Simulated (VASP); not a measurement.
Runs of VASP 6.6.1 on MgO. The structure is that of space group Fm-3m (No. 225), or close to it. The cells are those of the table. 

| task | level | potentials or basis | cell | cutoff (eV) | gap on the mesh (eV) | pressure (GPa) |
| --- | --- | --- | --- | --- | --- | --- |
| electric field gradients | LDA | VASP PAW LDA potentials, release 64 (Mg, O) | a = 2.855 Å, angles 60.0°, 2 atoms | 520 | 6.00 | 16.9 |
| single point | PBE | VASP PAW PBE potentials, release 64 (Mg, O) | a = 2.816 Å, angles 60.0°, 2 atoms | 600 | 6.55 | 43.5 |
| single point | PBE | VASP PAW PBE potentials, release 64 (Mg, O) | a = 2.873 Å, angles 60.0°, 2 atoms | 600 | 5.85 | 26.1 |
| single point | PBE | VASP PAW PBE potentials, release 64 (Mg, O) | a = 2.840, b = 2.840, c = 2.855 Å, angles 59.8, 59.8, 60.3°, 2 atoms | 600 | 6.18 | (a) |
| single point | PBE | VASP PAW PBE potentials, release 64 (Mg, O) | a = 2.812, b = 2.812, c = 2.855 Å, angles 59.5, 59.5, 61.0°, 2 atoms | 600 | 6.39 | 40.7 |
| single point | PBE | VASP PAW PBE potentials, release 64 (Mg, O) | a = 2.826, b = 2.826, c = 2.855 Å, angles 59.7, 59.7, 60.7°, 2 atoms | 600 | 6.29 | 37.3 |
| electric field gradients | PBE | VASP PAW PBE potentials, release 64 (Mg, O) | a = 2.855 Å, angles 60.0°, 2 atoms | 520 | 6.07 | (b) |
| single point | PBE | VASP PAW PBE potentials, release 64 (Mg, O) | a = 2.892 Å, angles 60.0°, 2 atoms | 600 | 5.63 | 21.4 |
| electric field gradients | PBEsol | VASP PAW PBE potentials, release 64 (Mg, O) | a = 2.855 Å, angles 60.0°, 2 atoms | 520 | 5.97 | 26.3 |
| electric field gradients | r2SCAN | VASP PAW PBE potentials, release 64 (Mg, O) | a = 2.855 Å, angles 60.0°, 2 atoms | 580 | 7.00 | 24.8 |
| single point | PBE | VASP PAW PBE potentials, release 64 (Mg, O) | a = 2.796 Å, angles 60.0°, 2 atoms | 600 | 6.80 | 50.4 |
| single point | PBE | VASP PAW PBE potentials, release 64 (Mg, O) | a = 2.835 Å, angles 60.0°, 2 atoms | 600 | 6.30 | 37.1 |

Alike in all rows: no spin polarisation; k mesh 13 × 13 × 13; smearing fermi-dirac 0.02 eV.

Q: Fill in the values left out.

A: (a) 34.2; (b) 31.7.

Caveats: the cell stands under pressure; an odd mesh through Γ misses points on the zone boundary, where band edges can lie; the PAW data sets were made with another functional, which shifts forces and pressure a little (at least some runs).
